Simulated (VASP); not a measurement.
# ZnSiP2 (I-42d) in VASP: single point with PBE

Aim: the single point of ZnSiP2 with PBE.

Program: VASP 6.6.1. These are calculated values, not measurements. Logs are shortened: lines on timing, memory, paths and dates and some standing lists are left out, and cuts for length are marked.

**1. The cell of the first run**

It takes space group I-42d (No. 122, tetragonal). The conventional cell has a = 5.418 Å, b = 5.418 Å, c = 10.538 Å, α = 90.00°, β = 90.00°, γ = 90.00°. Zn (site symmetry -4) has 4 P at 2.38 Å within 3.1 Å. Within 3.0 Å of Si (site symmetry -4) lie 4 P at 2.27 Å. P (site symmetry 2) has 2 Si at 2.27 Å and 2 Zn at 2.38 Å within 3.0 Å.

**2. Single point, PBE**

POSCAR reads:

```
ZnSiP2
1.0
   -2.7089149145      2.7089149145      5.2688227675
    2.7089149145     -2.7089149145      5.2688227675
    2.7089149145      2.7089149145     -5.2688227675
Zn Si P
2 2 4
Direct
    0.0000000000      0.0000000000      0.0000000000
    0.7500000000      0.2500000000      0.5000000000
    0.5000000000      0.5000000000      0.0000000000
    0.2500000000      0.7500000000      0.5000000000
    0.3750000000      0.3922484430      0.5172484430
    0.8750000000      0.8577515570      0.4827515570
    0.6077515570      0.1250000000      0.9827515570
    0.1422484430      0.6250000000      0.0172484430
```

INCAR.step1 reads:

```
ALGO = Normal
EDIFF = 1E-6
ENCUT = 400
GGA = PE
GGA_COMPAT = False
ISIF = 2
ISMEAR = 0
LASPH = True
LCHARG = True
LORBIT = 11
LREAL = False
LWAVE = False
NBANDS = 36
NEDOS = 2001
NELM = 120
PREC = Accurate
SIGMA = 0.02
```

KPOINTS.step1 reads:

```
k-points
0
Gamma
  8 8 8
```

INCAR.step2 reads:

```
ALGO = Normal
EDIFF = 1E-6
ENCUT = 400
GGA = PE
GGA_COMPAT = False
ICHARG = 11
ISIF = 2
ISMEAR = -5
LASPH = True
LCHARG = False
LORBIT = 11
LREAL = False
LWAVE = False
NBANDS = 36
NEDOS = 1001
NELM = 120
PREC = Accurate
SIGMA = 0.02
```

KPOINTS.step2 reads:

```
k-points
0
Gamma
  12 12 12
```

Potentials or basis: VASP PAW PBE potentials, release 64 (Zn, Si, P).

On the command line:

```
$ cat potpaw_PBE.64/Zn/POTCAR potpaw_PBE.64/Si/POTCAR potpaw_PBE.64/P/POTCAR > POTCAR
$ cp INCAR.step1 INCAR
$ cp KPOINTS.step1 KPOINTS
$ mpirun -np 1 vasp_std > vasp.out
$ cp INCAR.step2 INCAR
$ cp KPOINTS.step2 KPOINTS
$ mpirun -np 1 vasp_std > vasp.out
```

OUTCAR:

```text
EDIFF = 1E-6
   ENCUT = 400
   GGA = PE
   ICHARG = 11
   ISIF = 2
   ISMEAR = -5
   LASPH = True
   LORBIT = 11
   LREAL = False
   NELM = 120
   PREC = Accurate

 ion  position               nearest neighbor table
   1  0.000  0.000  0.000-   7 2.38   8 2.38   6 2.38   5 2.38
   2  0.750  0.250  0.500-   5 2.38   6 2.38   7 2.38   8 2.38
   3  0.500  0.500  0.000-   5 2.27   6 2.27   7 2.27   8 2.27
   4  0.250  0.750  0.500-   5 2.27   6 2.27   7 2.27   8 2.27
   5  0.375  0.392  0.517-   3 2.27   4 2.27   2 2.38   1 2.38
   6  0.875  0.858  0.483-   3 2.27   4 2.27   1 2.38   2 2.38
   7  0.608  0.125  0.983-   3 2.27   4 2.27   2 2.38   1 2.38
   8  0.142  0.625  0.017-   3 2.27   4 2.27   1 2.38   2 2.38

  LATTYP: Found a body centered tetragonal cell.
 ALAT       =     5.4178298290
 C/A-ratio  =     1.9449938200

  Lattice vectors:

 A1 = (  -2.7089149145,   2.7089149145,   5.2688227675)
 A2 = (   2.7089149145,  -2.7089149145,   5.2688227675)
 A3 = (   2.7089149145,   2.7089149145,  -5.2688227675)

Analysis of symmetry for initial positions (statically):
=====================================================================
 Subroutine PRICEL returns:
 Original cell was already a primitive cell.

 Routine SETGRP: Setting up the symmetry group for a
 body centered tetragonal supercell.

 Subroutine GETGRP returns: Found  8 space group operations
 (whereof  4 operations were pure point group operations)
 out of a pool of 16 trial point group operations.

The static configuration has the point symmetry S_4 .
 The point group associated with its full space group is D_2d.

Analysis of symmetry for dynamics (positions and initial velocities):
=====================================================================
 Subroutine PRICEL returns:
 Original cell was already a primitive cell.

 Routine SETGRP: Setting up the symmetry group for a
 body centered tetragonal supercell.

 Subroutine GETGRP returns: Found  8 space group operations
 (whereof  4 operations were pure point group operations)
 out of a pool of 16 trial point group operations.

The dynamic configuration has the point symmetry S_4 .
 The point group associated with its full space group is D_2d.

 Subroutine INISYM returns: Found  8 space group operations
 (whereof  4 operations are pure point group operations),
 and found     1 'primitive' translations

----------------------------------------------------------------------------------------

                                     Primitive cell

  volume of cell :     154.6551

  direct lattice vectors                    reciprocal lattice vectors
    -2.708914915  2.708914915  5.268822767     0.000000000  0.184575749  0.094897859
     2.708914915 -2.708914915  5.268822767     0.184575749  0.000000000  0.094897859
     2.708914915  2.708914915 -5.268822767     0.184575749  0.184575749  0.000000000

  length of vectors
     6.514363621  6.514363621  6.514363621     0.207542311  0.207542311  0.261029528

  position of ions in fractional coordinates (direct lattice)
     0.000000000  0.000000000  0.000000000
     0.750000000  0.250000000  0.500000000
     0.500000000  0.500000000  0.000000000
     0.250000000  0.750000000  0.500000000
     0.375000000  0.392248443  0.517248443
     0.875000000  0.857751557  0.482751557
     0.607751557  0.125000000  0.982751557
     0.142248443  0.625000000  0.017248443

  ion indices of the primitive-cell ions
   primitive index   ion index
                 1           1
                 2           2
                 3           3
                 4           4
                 5           5
                 6           6
                 7           7
                 8           8

----------------------------------------------------------------------------------------

 KPOINTS: k-points

Automatic generation of k-mesh.
 Grid dimensions read from file:
 generate k-points for:   12   12   12

 Generating k-lattice:

  Cartesian coordinates                     Fractional coordinates (reciprocal lattice)
     0.000000000  0.015381312  0.007908155     0.083333333  0.000000000 -0.000000000
     0.015381312  0.000000000  0.007908155     0.000000000  0.083333333 -0.000000000
     0.015381312  0.015381312  0.000000000     0.000000000  0.000000000  0.083333333

  Length of vectors
     0.017295193  0.017295193  0.021752461

  Shift w.r.t. Gamma in fractional coordinates (k-lattice)
     0.000000000  0.000000000  0.000000000

 TETIRR: Found   2206 inequivalent tetrahedra from    10368

 Subroutine IBZKPT returns following result:
 ===========================================

 Found    163 irreducible k-points:

 Following reciprocal coordinates:
            Coordinates               Weight
  0.000000  0.000000  0.000000      1.000000
  0.083333  0.000000 -0.000000      8.000000
  0.166667  0.000000 -0.000000      8.000000
  0.250000  0.000000 -0.000000      8.000000
  0.333333  0.000000 -0.000000      8.000000
  0.416667  0.000000  0.000000      8.000000
[... 16 lines left out ...]
  0.500000  0.166667  0.000000     16.000000
 -0.416667  0.166667  0.000000     16.000000
 [... further k-points ...]
   k-points           NKPTS =    163   k-points in BZ     NKDIM =    163   number of bands    NBANDS=     36
   number of dos      NEDOS =   1001   number of ions     NIONS =      8
   total plane-waves  NPLWV =  74088
   dimension x,y,z NGX =    42 NGY =   42 NGZ =   42
   dimension x,y,z NGXF=    84 NGYF=   84 NGZF=   84
   ions per type =               2   2   4
   NGX,Y,Z   is equivalent  to a cutoff of  10.72, 10.72, 10.72 a.u.
   NGXF,Y,Z  is equivalent  to a cutoff of  21.44, 21.44, 21.44 a.u.
 SYSTEM =  unknown system
   PREC   = accura    normal or accurate (medium, high low for compatibility)
   ISTART =      0    job   : 0-new  1-cont  2-samecut
   ICHARG =     11    charge: 1-file 2-atom 10-const
   ISPIN  =      1    spin polarized calculation?
   LNONCOLLINEAR =      F non collinear calculations
   LSORBIT =      F    spin-orbit coupling
   LASPH  =      T    aspherical Exc in radial PAW
   ENCUT  =  400.0 eV  29.40 Ry    5.42 a.u.  10.62 10.62 10.62*2*pi/ulx,y,z
   NELM   =    120;   NELMIN=  2; NELMDL=  0     # of ELM steps
   EDIFF  = 0.1E-05   stopping-criterion for ELM
   LREAL  =      F    real-space projection
   EDIFFG = 0.1E-04   stopping-criterion for IOM
   NSW    =      0    number of steps for IOM
   IBRION =     -1    ionic relax: 0-MD 1-quasi-New 2-CG
   NFREE  =      0    steps in history (QN), initial steepest desc. (CG)
   ISIF   =      2    stress and relaxation
   ISYM   =      2    0-nonsym 1-usesym 2-fastsym
   POTIM  = 0.5000    time-step for ionic-motion
   TEBEG  =    0.0;   TEEND  =   0.0 temperature during run
   PSTRESS=    0.0 pullay stress
   NELECT =      52.0000    total number of electrons
   NUPDOWN=      -1.0000    fix difference up-down
   EMIN   =  10.00;   EMAX   =-10.00  energy-range for DOS
   EFERMI =   0.00;   METHOD = LEGACY
   ISMEAR =    -5;   SIGMA  =   0.02  broadening in eV -4-tet -1-fermi 0-gaus
   EFERMI_NEDOS =   21; number of points for ismear=-14 and -15
   IALGO  =     38    algorithm
   IMIX   =      4    mixing-type and parameters
     AMIX     =   0.40;   BMIX     =  1.00
     AMIX_MAG =   1.60;   BMIX_MAG =  1.00
  volume/ion in A,a.u.               =      19.33       130.46
  Fermi-wavevector in a.u.,A,eV,Ry     =   1.138382  2.151229 17.631960  1.295913
  Thomas-Fermi vector in A             =   2.275086
   LORBIT       =     11    0 simple, 1 ext, 2 COOP (PROOUT), +10 PAW based schemes
   GGA     = PE    functional components
   LHFCALC =     F    Hartree Fock is set to
   AEXX    =    0.0000 exact exchange contribution
   IVDW    =     0    specifies the selected vdW correction
   LEPSILON=     F    determine dielectric tensor
   LRPA    =     F    only Hartree local field effects (RPA)
 non-spin polarized calculation
 Fermi weights with tetrahedron method with Bloechl corrections
  energy-cutoff  :      400.00
  volume of cell :      154.66
 maximum number of plane-waves:      2849

 number of electron      51.9999983 magnetization

 Free energy of the ion-electron system (eV)
  ---------------------------------------------------
  ext. energy  EPLUGINS =         0.00000000
  ---------------------------------------------------
  free energy    TOTEN  =       -37.20289299 eV

  energy without entropy =      -37.20289299  energy(sigma->0) =      -37.20289299

 E-fermi :   4.4391     XC(G=0):  -9.7062

 val. band max:        4.4204411276   @ k =   0.0000   0.0000   0.0000
 cond. band min:       5.7784069694   @ k =   0.0000   0.0000   0.0000
 fundamental gap:      1.3579658418
 Fermi energy:         4.4390505612

 k-point     1 :       0.0000    0.0000    0.0000
  band No.  band energies     occupation
      1      -8.4733      2.00000
      2      -5.6130      2.00000
      3      -5.6088      2.00000
      4      -5.6088      2.00000
      5      -4.0837      2.00000
      6      -2.3047      2.00000
[... 28 lines left out ...]
     35       9.5570      0.00000
     36       9.9364      0.00000

 k-point     2 :       0.0833    0.0000   -0.0000
  band No.  band energies     occupation
      1      -8.4424      2.00000
      2      -5.6946      2.00000
      3      -5.6399      2.00000
      4      -5.6174      2.00000
      5      -4.0036      2.00000
      6      -2.3068      2.00000
[... 850 lines left out ...]
 k-point    24 :      -0.4167    0.1667    0.0000
  band No.  band energies     occupation
      1      -7.8029      2.00000
      2      -6.6566      2.00000
      3      -6.0590      2.00000
      4      -5.7485      2.00000
      5      -3.2350      2.00000
      6      -2.6049      2.00000
[... 28 lines left out ...]
     35       9.9308      0.00000
     36      10.0703      0.00000

 [... further k-points ...]

------------------------ aborting loop because EDIFF is reached ----------------------------------------

  FORCE on cell =-STRESS in cart. coord.  units (eV):
  Direction    XX          YY          ZZ          XY          YZ          ZX
  --------------------------------------------------------------------------------------
  -------------------------------------------------------------------------------------
  Total       -0.0717011     -0.0717011     -0.0771940      0.0000000     -0.0000000      0.0000000
  in kB       -0.7428007     -0.7428007     -0.7997055      0.0000000     -0.0000000      0.0000000
  external PRESSURE =      -0.7617690 kB  Pullay stress =       0.0000000 kB

 VOLUME and BASIS-vectors are now :
 -----------------------------------------------------------------------------
  energy-cutoff  :      400.00
  volume of cell :      154.66
      direct lattice vectors                 reciprocal lattice vectors
    -2.708914915  2.708914915  5.268822767     0.000000000  0.184575749  0.094897859
     2.708914915 -2.708914915  5.268822767     0.184575749  0.000000000  0.094897859
     2.708914915  2.708914915 -5.268822767     0.184575749  0.184575749  0.000000000

 POSITION                                       TOTAL-FORCE (eV/Angst)
 -----------------------------------------------------------------------------------
      0.00000      0.00000      0.00000        -0.000000     -0.000000     -0.000000
     -0.00000      2.70891      2.63441        -0.000000     -0.000000     -0.000000
      0.00000      0.00000      5.26882        -0.000000     -0.000000      0.000000
      2.70891     -0.00000      2.63441        -0.000000     -0.000000      0.000000
      1.44791      1.35446      1.31721         0.031512     -0.000000      0.000000
      1.26101      1.35446      6.58603        -0.031512     -0.000000     -0.000000
      1.35446      3.96992     -1.31721        -0.000000     -0.031512     -0.000000
      1.35446     -1.26101      3.95162        -0.000000      0.031512      0.000000
 -----------------------------------------------------------------------------------
    total drift:                               -0.000013     -0.000013     -0.000013

  FREE ENERGIE OF THE ION-ELECTRON SYSTEM (eV)
  ---------------------------------------------------
  free  energy   TOTEN  =       -37.2028929943 eV

  energy  without entropy=      -37.2028929943  energy(sigma->0) =      -37.20289299

 total charge

# of ion       s       p       d       tot
------------------------------------------
    1        0.571   0.533   9.748  10.851
    2        0.571   0.533   9.748  10.851
    3        0.736   0.865   0.000   1.601
    4        0.736   0.865   0.000   1.601
    5        1.021   1.524   0.000   2.545
    6        1.021   1.524   0.000   2.545
    7        1.021   1.524   0.000   2.545
    8        1.021   1.524   0.000   2.545
--------------------------------------------------
tot          6.697   8.893  19.495  35.085
```

It took 11 min on 1 thread of Oxide Virtual Turin-like, shared host; peak memory 0.57 GiB.

What came out:

| Item | Value |
| --- | --- |
| Valence electrons inside the program's atomic spheres | Zn 10.85; Si 1.60; P 2.54 |
